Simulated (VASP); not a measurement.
Set up this calculation in VASP 6.6.1, as the native input.

```
Task                   : single point
Functional             : PBE
Potentials or basis    : VASP PAW PBE potentials, release 64 (Te, W_sv)
Cutoff                 : 520 eV
k mesh                 : 7 × 7 × 7
Occupations            : fermi-dirac, width 0.05 eV
Spin                   : no spin polarisation
Dipole correction      : no
Further INCAR settings : ALGO = Normal; EDIFF = 1e-06; NBANDS = 24
```

The structure of TeW2 lies in POSCAR:

```
TeW2
1.0
    0.0000000000      3.0660507704      3.0660507704
    3.0660507704      0.0000000000      3.0660507704
    3.0660507704      3.0660507704      0.0000000000
Te W
1 2
Direct
    0.0000000000      0.0000000000      0.0000000000
    0.2500000000      0.2500000000      0.2500000000
    0.7500000000      0.7500000000      0.7500000000
```

One way to write it, as run:

INCAR

```
ALGO     = Normal         # electronic algorithm
EDIFF    = 1E-6           # SCF threshold, eV
ENCUT    = 520            # plane-wave cutoff, eV
GGA      = PE             # functional
ISIF     = 2              # what is computed and relaxed
ISMEAR   = -1             # smearing method
LASPH    = True           # aspherical terms in the spheres
LCHARG   = False          # write CHGCAR
LREAL    = False          # projectors in reciprocal space
LWAVE    = False          # write WAVECAR
NBANDS   = 24             # bands
NELM     = 80             # most SCF steps
PREC     = Accurate       # precision mode
SIGMA    = 0.05           # smearing width, eV
```

KPOINTS

```
k-points
0
Gamma
  7 7 7
```

Potentials or basis: VASP PAW PBE potentials, release 64 (Te, W_sv).

The run is started by

```console
$ cat potpaw_PBE.64/Te/POTCAR potpaw_PBE.64/W_sv/POTCAR > POTCAR
$ mpirun -np 1 vasp_std > vasp.out
```

It gave:

```json
{
 "Pressure": "10.9 GPa",
 "Band gap on the k mesh": "zero (bands 17 and 18 overlap by 2.13 eV)"
}
```

Caveat: the cell stands under pressure; spin-orbit coupling is left out, which moves the levels of the heavy elements.

Wall time 12 s on 1 thread of Intel(R) Xeon(R) 6975P-C (Granite Rapids), with other jobs on the host, peak memory 0.18 GiB.
